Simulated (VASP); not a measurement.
The system is CdF2.

```
CELL_PARAMETERS angstrom
0.00000 2.69400 2.69400
2.69400 0.00000 2.69400
2.69400 2.69400 0.00000
ATOMIC_POSITIONS crystal
Cd 0.98775 0.02300 0.97505
F 0.72247 0.75564 0.76030
F 0.24450 0.24640 0.24899
```

This cell differs from its parent crystal: atoms moved at random.

| Item | Value |
| --- | --- |
| Program | VASP 6.6.1 |
| Task | relaxation of the atoms |
| Functional | PBE |
| Potentials or basis | VASP PAW PBE potentials, release 64 (Cd, F) |
| Cutoff | 520 eV |
| k mesh | 5 × 5 × 5 |
| Occupations | gaussian, width 0.03 eV |
| Spin | no spin polarisation |

At the start: pressure 6.9 GPa; volume 13.03 Å³/atom.

Question: Where does the relaxation end?

Answer: Over 7 steps the energy falls by 11.8 meV/atom; space group Imm2 (No. 44, to 0.1 Å) before, Fm-3m (No. 225, to 0.1 Å).

Step by step:
```tsv
step	energy change (eV)	largest force (eV/Å)	pressure (GPa)
1	0.0000	0.5352	6.85
2	-0.0206	0.3302	6.45
3	-0.0345	0.0952	6.21
4	-0.0345	0.0939	6.21
5	-0.0352	0.0504	6.20
6	-0.0354	0.0148	6.20
7	-0.0355	0.0035	6.20
```

Final structure:
```yaml
crystal:
  lattice:
    - [0.00000, 2.69400, 2.69400]
    - [2.69400, 0.00000, 2.69400]
    - [2.69400, 2.69400, 0.00000]
  atoms:
    - { symbol: Cd, position: [0.98494, 0.00821, 0.99492] }
    - { symbol: F, position: [0.73495, 0.75838, 0.74475] }
    - { symbol: F, position: [0.23483, 0.25845, 0.24468] }
```

Caveat: the cell differs from its parent crystal (atoms moved at random).
